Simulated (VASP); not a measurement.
A run of VASP 6.6.1:

Contents of INCAR:

```
SYSTEM = Pt
PREC = Accurate
ENCUT = 520
EDIFF = 1E-7
ISMEAR = -1
SIGMA = 0.05
LREAL = .FALSE.
LASPH = .TRUE.
NELM = 80
ALGO = Normal
ISIF = 2
LWAVE = .FALSE.
LCHARG = .FALSE.
GGA = B5
ALDAX = 1.0
AGGAX = 1.0
AGGAC = 1.0
ALDAC = 0.0
NBANDS = 11
ISYM = 0
```

The input KPOINTS:

```
Automatic mesh
0
Gamma
  6 6 6
  0.5 0.5 0.5
```

Contents of POSCAR:

```
Pt
1.0
    0.0000000000      1.9609000000      1.9609000000
    1.9609000000      0.0000000000      1.9609000000
    1.9609000000      1.9609000000      0.0000000000
Pt
1
Direct
    0.0000000000      0.0000000000      0.0000000000
```

Potentials or basis: VASP PAW PBE potentials, release 64 (Pt).

The run is started by

```bash
$ cat potpaw_PBE.64/Pt/POTCAR > POTCAR
$ mpirun -np 1 vasp_std > vasp.out
```

Hardware: 1 thread of AMD EPYC 7R13, with other jobs on the host.

Problem. How long does it take, and how much memory?

Solution. It took 2.8 min on 1 thread of AMD EPYC 7R13, with other jobs on the host, peak memory 0.17 GiB. Counts: scf iterations 11, k points 432.
